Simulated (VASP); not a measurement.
Runs of VASP 6.6.1 on ZnSe. The structure is that of space group Fm-3m (No. 225), or close to it. The cells are those of the table. 

```tsv
cell	gap on the mesh (eV)	pressure (GPa)
a = 3.708 Å, angles 60.0°, 2 atoms	none	3.8
a = 3.778 Å, angles 60.0°, 2 atoms	none	(b)
a = 3.808 Å, angles 60.0°, 2 atoms	none	-2.7
a = 3.489 Å, angles 60.0°, 2 atoms	none	(a)
a = 3.759 Å, angles 60.0°, 2 atoms	none	0.2
```

Alike in all rows: task single point; level r2SCAN; potentials or basis VASP PAW PBE potentials, release 64 (Se, Zn); no spin polarisation; k mesh 12 × 12 × 12; cutoff (eV) 520; smearing gaussian 0.05 eV.

Fill in the values left out.

(a) 30.4; (b) -0.9.

Caveats: the PAW data sets were made with another functional, which shifts forces and pressure a little; semilocal functionals underestimate gaps, so a narrow gap can read as zero (at least some runs); the cell stands under pressure (at least some runs).

A k mesh can miss the band edges, and the runs leave out spin-orbit coupling on Se.

A gap of «none» marks levels without a gap at the run's occupations.
